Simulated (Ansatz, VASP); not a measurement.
ZnS in VASP and in Ansatz

File POSCAR:

```
ZnS
1.0
    3.8076429744      0.0000000000      0.0000000000
   -1.9038214872      3.2975155443      0.0000000000
    0.0000000000      0.0000000000     12.4656855887
Zn S
4 4
Direct
    0.0000000000      0.0000000000      0.0000994091
    0.0000000000      0.0000000000      0.5000994091
    0.3333333333      0.6666666667      0.2500617018
    0.6666666667      0.3333333333      0.7500617018
    0.0000000000      0.0000000000      0.1872446797
    0.0000000000      0.0000000000      0.6872446797
    0.3333333333      0.6666666667      0.4375942094
    0.6666666667      0.3333333333      0.9375942094
```

File INCAR.step1:

```
SYSTEM = ZnS
PREC = Accurate
ENCUT = 520
ISMEAR = 0
SIGMA = 0.01
LREAL = .FALSE.
LASPH = .TRUE.
NELM = 80
NBANDS = 46
GGA = PE
ALGO = Normal
EDIFF = 1E-4
LWAVE = .TRUE.
LCHARG = .FALSE.
```

File INCAR.step2:

```
SYSTEM = ZnS
PREC = Accurate
ENCUT = 520
EDIFF = 1E-6
ISMEAR = 0
SIGMA = 0.01
LREAL = .FALSE.
LASPH = .TRUE.
NELM = 80
ALGO = Normal
ISIF = 2
LWAVE = .FALSE.
LCHARG = .FALSE.
METAGGA = R2SCAN
LMIXTAU = .TRUE.
NBANDS = 46
ISTART = 1
```

File KPOINTS:

```
Automatic mesh
0
G
  12 12 2
  0 0 0
```

Input for Ansatz:

```yaml
crystal:
  lattice:
    - [3.8076429744, 0.0, 0.0]
    - [-1.9038214872, 3.2975155443, 0.0]
    - [0.0, 0.0, 12.4656855887]
  atoms:
    - { symbol: Zn, position: [0.0, 0.0, 9.94091e-05] }
    - { symbol: Zn, position: [0.0, 0.0, 0.5000994091] }
    - { symbol: Zn, position: [0.3333333333, 0.6666666667, 0.2500617018] }
    - { symbol: Zn, position: [0.6666666667, 0.3333333333, 0.7500617018] }
    - { symbol: S, position: [0.0, 0.0, 0.1872446797] }
    - { symbol: S, position: [0.0, 0.0, 0.6872446797] }
    - { symbol: S, position: [0.3333333333, 0.6666666667, 0.4375942094] }
    - { symbol: S, position: [0.6666666667, 0.3333333333, 0.9375942094] }
kpoints:
  mp_grid: { grid: [12, 12, 2] }
  band_path:
    path:
      - [0.0, 0.0, 0.0]
      - [0.5, 0.0, 0.0]
      - [0.3333333333, 0.3333333333, 0.0]
      - [0.0, 0.0, 0.5]
      - [0.5, 0.0, 0.5]
      - [0.3333333333, 0.3333333333, 0.5]
    npoints: 1
hamiltonian:
  xc: r2scan
scf:
  occupations: { method: fixed }
  n_extra_bands: 6
output:
  forces: true
  stress: true
  eigenvalues: true
```

Alike in both runs: task single point; functional r2SCAN; k mesh 12 × 12 × 2; no spin polarisation.

|  | VASP | Ansatz |
| --- | --- | --- |
| version | VASP 6.6.1 | Ansatz 0.2.0 |
| potentials or method | VASP PAW PBE potentials, release 64 (Zn, S) | plane waves, PAW |
| plane-wave cutoff (eV) | 520 | 500 |
| occupations | gaussian, width 0.01 eV | fixed |
| valence electrons in the cell | 72 | 72 |

Ansatz gave:

```
gap on the k mesh at the Fermi level (eV) : 2.74
pressure (GPa)                            : 0.0
```

**Question.** What did VASP give for the same quantities?

**Answer.** gap on the k mesh at the Fermi level (eV): 2.75; pressure (GPa): 0.1.

VASP's potentials were made for PBE, not for r2SCAN.
